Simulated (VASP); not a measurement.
# SnO2 in VASP: further runs, part 2 of 2

VASP 6.6.1.

**3. Single point, PBE**

INCAR

```
PREC     = Accurate       # precision mode
ENCUT    = 520            # plane-wave cutoff, eV
EDIFF    = 1E-6           # SCF threshold, eV
ISMEAR   = -1             # smearing method
SIGMA    = 0.05           # smearing width, eV
LREAL    = Auto         
LASPH    = T              # aspherical terms in the spheres
NELM     = 80             # most SCF steps
ALGO     = Normal         # electronic algorithm
ISIF     = 2              # what is computed and relaxed
LWAVE    = F              # write WAVECAR
LCHARG   = F              # write CHGCAR
GGA      = PE             # functional
ISYM     = 0            
NBANDS   = 122            # bands
```

KPOINTS

```
regular mesh
0
Gamma
  1 1 1
```

POSCAR

```
SnO2
1.0
    6.7155290000      0.0495070000     -0.2513230000
    0.0495070000      6.9412360000     -0.0896220000
   -0.2513230000     -0.0896220000      7.0388050000
Sn O
8 16
Direct
    0.4666526494      0.6131857434      0.4512455561
    0.3068026596      0.4079634113      0.8894936089
    0.7707790482      0.1700243944      0.7307625981
    0.4237630749      0.8593453375      0.9605122823
    0.9764804104      0.8345323961      0.4313441626
    0.4299322978      0.1441164150      0.3188470026
    0.0055482960      0.3874365122      0.2950050825
    0.8516172758      0.6650831769      0.8802448843
    0.4790375826      1.0262961815      0.5936568606
    0.1352599256      0.5891879694      0.4942877569
    0.4654256231      0.8446100400      0.2567945560
    0.3817373781      0.1494927224      0.0056117792
    0.7653590664      0.6743887038      0.5793976962
    0.3918074777      0.8479250325      0.6480771904
    0.8927906632      0.6511807938      0.1943379527
    0.7287625362      0.2540399385      0.4013190242
    0.5686272869      0.5820191459      0.9325531586
    0.0027236458     -0.0144116086      0.6695059627
    0.4590959908      0.3518050876      0.6375510981
    0.1141404659      0.1044476826      0.3208003254
    0.7368833768      0.9289814696      0.9280478601
    0.1747602108      0.6851873447      0.9078788403
    0.9569690754      0.3663671303      0.8915710684
    0.3340914718      0.4166796821      0.2440346817
```

Potentials or basis: VASP PAW PBE potentials, release 64 (Sn_d, O).

Command:

```console
$ cat potpaw_PBE.64/Sn_d/POTCAR potpaw_PBE.64/O/POTCAR > POTCAR
$ mpirun -np 1 vasp_gam > vasp.out
```

OUTCAR:

```text
PREC = Accurate
   ENCUT = 520
   EDIFF = 1E-6
   ISMEAR = -1
   LREAL = Auto
   LASPH = T
   NELM = 80
   ISIF = 2
   GGA = PE
   ISYM = 0

 ion  position               nearest neighbor table
   1  0.467  0.613  0.451-  24 2.13  11 2.14  13 2.18  14 2.19  19 2.27  10 2.28   6 3.37   7 3.58
                             5 3.61   2 3.67
   2  0.307  0.408  0.889-  12 2.03  22 2.11  19 2.14  17 2.15  23 2.37  24 2.49   4 3.26   8 3.52
                             6 3.61   7 3.63   1 3.67   3 3.74
   3  0.771  0.170  0.731-  18 2.07  23 2.11  21 2.23   9 2.35  16 2.40  19 2.48   5 3.44   6 3.57
[... 326 lines left out ...]
  Total       -8.9635637     -2.6235886     -0.5095607     -7.5646851      8.8054651     -5.9207840
  in kB      -43.8376676    -12.8310579     -2.4920838    -36.9962398     43.0644625    -28.9564920
  external PRESSURE =     -19.7202698 kB  Pullay stress =       0.0000000 kB

 VOLUME and BASIS-vectors are now :
 -----------------------------------------------------------------------------
  energy-cutoff  :      520.00
  volume of cell :      327.60
      direct lattice vectors                 reciprocal lattice vectors
     6.715529000  0.049507000 -0.251323000     0.149114711 -0.000994951  0.005311525
     0.049507000  6.941236000 -0.089622000    -0.000994951  0.144096888  0.001799197
    -0.251323000 -0.089622000  7.038805000     0.005311525  0.001799197  0.142282128

 POSITION                                       TOTAL-FORCE (eV/Angst)
 -----------------------------------------------------------------------------------
      3.05077      4.23893      3.00399         0.110774     -0.261363      1.351150
      1.85699      2.76724      6.14730         0.315254      0.750199     -0.427798
      5.00095      1.15285      4.93474        -0.194275     -1.144375     -0.753803
      2.64694      5.89981      6.57734         0.915418     -0.992880     -0.688481
      6.49049      5.80237      2.71594        -0.253229     -0.112366     -0.213244
      2.81422      0.99306      2.12333         0.218557     -0.298501      0.472906
[... 16 lines left out ...]
      6.22062      2.51051      6.00225         0.032354      0.304196      0.099044
      2.20290      2.88694      1.59640        -0.268428      0.542465     -0.753072
 -----------------------------------------------------------------------------------
    total drift:                                0.009014      0.011320     -0.017678

  FREE ENERGIE OF THE ION-ELECTRON SYSTEM (eV)
  ---------------------------------------------------
  free  energy   TOTEN  =      -141.3744199207 eV

  energy  without entropy=     -141.3744199179  energy(sigma->0) =     -141.37441992
```

OSZICAR:

```text
N       E                     dE             d eps       ncg     rms          rms(c)
DAV:   1     0.462429440363E+04    0.46243E+04   -0.97803E+04   308   0.300E+03
DAV:   2     0.114795756494E+04   -0.34763E+04   -0.32998E+04   252   0.103E+03
DAV:   3     0.196999322307E+00   -0.11478E+04   -0.11071E+04   268   0.354E+02
DAV:   4    -0.157074072159E+03   -0.15727E+03   -0.15297E+03   288   0.146E+02
DAV:   5    -0.165006737525E+03   -0.79327E+01   -0.77847E+01   288   0.326E+01    0.294E+01
DAV:   6    -0.140962936904E+03    0.24044E+02   -0.93053E+01   376   0.745E+01    0.108E+01
DAV:   7    -0.141575070269E+03   -0.61213E+00   -0.13694E+01   280   0.123E+01    0.654E+00
DAV:   8    -0.141426998145E+03    0.14807E+00   -0.16984E+00   336   0.684E+00    0.237E+00
DAV:   9    -0.141369507019E+03    0.57491E-01   -0.23047E-01   336   0.311E+00    0.718E-01
DAV:  10    -0.141371680401E+03   -0.21734E-02   -0.12002E-01   328   0.159E+00    0.335E-01
DAV:  11    -0.141373091749E+03   -0.14113E-02   -0.13485E-02   296   0.603E-01    0.209E-01
DAV:  12    -0.141374233264E+03   -0.11415E-02   -0.37339E-03   320   0.261E-01    0.798E-02
DAV:  13    -0.141374385658E+03   -0.15239E-03   -0.55088E-04   312   0.139E-01    0.388E-02
DAV:  14    -0.141374406679E+03   -0.21021E-04   -0.19964E-04   312   0.751E-02    0.193E-02
DAV:  15    -0.141374417213E+03   -0.10534E-04   -0.43138E-05   288   0.288E-02    0.120E-02
DAV:  16    -0.141374419517E+03   -0.23040E-05   -0.14095E-05   280   0.170E-02    0.443E-03
DAV:  17    -0.141374419921E+03   -0.40383E-06   -0.40764E-06   208   0.956E-03
   1 F= -.14137442E+03 E0= -.14137442E+03  d E =-.275298E-08
```

It took 2.6 min on 1 thread of Intel Xeon Platinum 8259CL at 2.50GHz (Skylake/Cascade Lake), shared host; peak memory 0.33 GiB.

What came out:

| Quantity | Value |
| --- | --- |
| Free energy | -141.3744 eV |
| Pressure | -2.0 GPa |
| Largest force | 1.990 eV/Å |
| Band gap on the k mesh | 2.12 eV |

Forces on the atoms (eV/Å):
```
Sn   0.111 -0.261  1.351
Sn   0.315  0.750 -0.428
Sn  -0.194 -1.144 -0.754
Sn   0.915 -0.993 -0.688
Sn  -0.253 -0.112 -0.213
Sn   0.219 -0.299  0.473
Sn  -0.762 -0.432  0.372
Sn   0.974 -0.402 -0.154
O    0.353 -0.212  1.102
O    0.939 -0.292  0.150
O   -0.201  0.140 -0.187
O    0.413 -1.055  0.365
O   -0.507 -0.192 -0.448
O    0.154  0.168 -0.707
O    0.078  0.029 -0.488
O    0.483  0.067 -0.092
O   -1.276  0.101  0.506
O   -0.558  1.083  0.619
O   -0.161  1.057 -0.188
O    0.362 -0.164 -0.363
O   -1.125  1.632  0.178
O   -0.041 -0.314  0.248
O    0.032  0.304  0.099
O   -0.268  0.542 -0.753
```

Caveat: the k points lie up to 0.94 Å⁻¹ apart; spin-orbit coupling is left out, which moves the levels of the heavy elements.
